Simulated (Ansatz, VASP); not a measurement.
## CdS in VASP and in Ansatz

```
Cd S
1.0
     0.00000    2.41865    2.41865
     2.41865    0.00000    2.41865
     2.41865    2.41865    0.00000
Cd S
1 1
Direct
  0.00000 0.00000 0.00000
  0.50000 0.50000 0.50000
```

Change from the starting cell: volume scaled by 0.72, PAW files.

Alike in both runs: task single point; functional PBEsol; k mesh 13 × 13 × 13; occupations fermi-dirac, width 0.08 eV; no spin polarisation.

|  | VASP | Ansatz |
| --- | --- | --- |
| version | VASP 6.6.1 | Ansatz 0.2.0 |
| potentials or method | VASP PAW PBE potentials, release 64 (Cd, S) | PAW with Ansatz's default frozen-core files, scalar-relativistic |
| plane-wave cutoff (eV) | 520 | 420 |
| valence electrons in the cell | 18 | 26 |

Ansatz gave:

```
pressure (GPa) : 59.5
```

Problem. Which values does VASP return?

Solution. Pressure (GPa): 62.0.

VASP's potentials were made for PBE, not for PBEsol. Both programs put the cell under a high pressure, so it lies far from rest at this level. With one functional, cell and mesh, what is left measures potentials, basis and numerics. VASP's potentials hold 18 valence electrons a cell and Ansatz's 26, so a difference there can come from the potentials and not from the codes.

Noted on VASP's run: the cell as given lies far from equilibrium.
